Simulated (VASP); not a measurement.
BaHfO3 (ke600):

```
CELL_PARAMETERS angstrom
4.16984 0.00000 0.00000
0.00000 4.16984 0.00000
0.00000 0.00000 4.16984
ATOMIC_POSITIONS crystal
Ba 0.50000 0.50000 0.50000
Hf 0.00000 0.00000 0.00000
O 0.00000 0.50000 0.00000
O 0.50000 0.00000 0.00000
O 0.00000 0.00000 0.50000
```

| Quantity | Value |
| --- | --- |
| Program | VASP 6.6.1 |
| Task | relaxation of cell and atoms |
| Functional | LDA |
| Potentials or basis | VASP PAW LDA potentials, release 64 (Ba_sv, Hf_pv, O) |
| Cutoff | 600 eV |
| k mesh | 6 × 6 × 6 |
| Occupations | gaussian, width 0.02 eV |
| Spin | no spin polarisation |

At the start: pressure -6.1 GPa; volume 14.50 Å³/atom.

Q: How do energy, volume and symmetry change on relaxing?

A: Over 3 steps the energy falls by 10.0 meV/atom and the volume is 14.00 Å³/atom (-3.5 %); space group Pm-3m (No. 221, to 0.05 Å).

The path:
| step | energy change (eV) | largest force (eV/Å) | pressure (GPa) | volume (Å³) |
| --- | --- | --- | --- | --- |
| 1 | 0.0000 | 0.0000 | -6.11 | 72.50 |
| 2 | 0.0377 | 0.0000 | 9.39 | 66.85 |
| 3 | -0.0499 | 0.0000 | -0.01 | 70.00 |

Final structure:
```yaml
crystal:
  lattice:
    - [4.12122, 0.00000, 0.00000]
    - [0.00000, 4.12122, 0.00000]
    - [0.00000, 0.00000, 4.12122]
  atoms:
    - { symbol: Ba, position: [0.50000, 0.50000, 0.50000] }
    - { symbol: Hf, position: [0.00000, 0.00000, 0.00000] }
    - { symbol: O, position: [0.00000, 0.50000, 0.00000] }
    - { symbol: O, position: [0.50000, 0.00000, 0.00000] }
    - { symbol: O, position: [0.00000, 0.00000, 0.50000] }
```
